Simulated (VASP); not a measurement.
A run of VASP 6.6.1 is set up as follows.

The input INCAR:

```
SYSTEM = MgTe5
ALGO = Normal ; EDIFF = 1E-6
EDIFFG = -0.01 ; ENCUT = 600
GGA = PE ; IBRION = 2
ISIF = 3 ; ISMEAR = 0
LASPH = .True. ; LCHARG = .False.
LREAL = .False. ; LWAVE = .False.
NELM = 80 ; NSW = 100
PREC = Accurate ; SIGMA = 0.1
```

File KPOINTS:

```
k-points
0
Gamma
  6 6 8
  0 0 0
```

POSCAR

```
MgTe5
1.0
    7.8821880244      0.0000000000      0.0000000000
   -3.9410940122      6.8261750666      0.0000000000
    0.0000000000      0.0000000000      5.3270611722
Mg Te
1 5
Direct
    0.6666666667      0.3333333333      0.5000000000
    0.8801835324      0.1198164676      0.5000000000
    0.8801835324      0.7603670648      0.5000000000
    0.2396329352      0.1198164676      0.5000000000
    0.6666666667      0.3333333333      0.0000000000
    0.3333333333      0.6666666667      0.0000000000
```

Potentials or basis: VASP PAW PBE potentials, release 64 (Mg, Te).

Command:

```bash
$ cat potpaw_PBE.64/Mg/POTCAR potpaw_PBE.64/Te/POTCAR > POTCAR
$ mpirun -np 1 vasp_std > vasp.out
```

Problem. Predict the relaxed cell.

Solution. a = 7.842 Å, b = 7.842 Å, c = 5.321 Å, α = 90.00°, β = 90.00°, γ = 120.00°.

Problem. What does it give for the relaxed volume?

Solution. 47.23 Å³/atom.

Problem. Predict the space group after relaxing (to 0.1 Å).

Solution. P-6m2 (No. 187).

Problem. What does it give for the band gap on the k mesh?

Solution. Zero (bands 16 and 17 overlap by 0.63 eV).

The path:
```
step  energy change (eV)  largest force (eV/Å)  pressure (GPa)  volume (Å³)
   1              0.0000                0.0511           -0.10       286.62
   2             -0.0009                0.0420           -0.05       285.41
   3             -0.0014                0.0289            0.02       283.74
   4             -0.0016                0.0066            0.00       283.72
   5             -0.0017                0.0210           -0.02       283.69
   6             -0.0019                0.0065           -0.01       283.41
```

Caveat: semilocal functionals underestimate gaps, and a narrow one can read as zero; spin-orbit coupling is left out, which moves the levels of the heavy elements.
